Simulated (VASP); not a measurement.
Set up this calculation in VASP 6.6.1, as the native input.

```yaml
Task: single point
Functional: LDA
Potentials_or_basis: VASP PAW LDA potentials, release 64 (In_d, P)
Cutoff: 520 eV
k_mesh: 8 × 8 × 8
Occupations: gaussian, width 0.01 eV
Spin: no spin polarisation
Dipole_correction: no
Further_INCAR_settings: ALGO = Normal; EDIFF = 1e-06; NBANDS = 16
```

The structure of InP lies in POSCAR:

```
InP
1.0
    0.0000000000      2.9538132889      2.9538132889
    2.9538132889      0.0000000000      2.9538132889
    2.9538132889      2.9538132889      0.0000000000
In P
1 1
Direct
    0.0000000000      0.0000000000      0.0000000000
    0.2500000000      0.2500000000      0.2500000000
```

These files were run (other wordings do the same):

INCAR

```
PREC = Accurate
ENCUT = 520
EDIFF = 1E-6
ISMEAR = 0
SIGMA = 0.01
LREAL = F
LASPH = T
NELM = 80
ALGO = Normal
ISIF = 2
LWAVE = F
LCHARG = T
GGA = CA
LELF = T
LVHAR = T
NBANDS = 16
```

KPOINTS

```
Automatic mesh
0
Gamma
  8 8 8
```

Potentials or basis: VASP PAW LDA potentials, release 64 (In_d, P).

Run with:

```console
$ cat potpaw_LDA.64/In_d/POTCAR potpaw_LDA.64/P/POTCAR > POTCAR
$ mpirun -np 1 vasp_std > vasp.out
```

Results of the run:

```json
{"Pressure": "-2.7 GPa", "Band gap on the k mesh": "0.38 eV"}
```

Caveat: semilocal functionals underestimate gaps, and a narrow one can read as zero; spin-orbit coupling is left out, which moves the levels of the heavy elements.

Run time: 32 s on 1 thread of Intel Xeon 8259CL, on a shared host, peak memory 0.16 GiB.
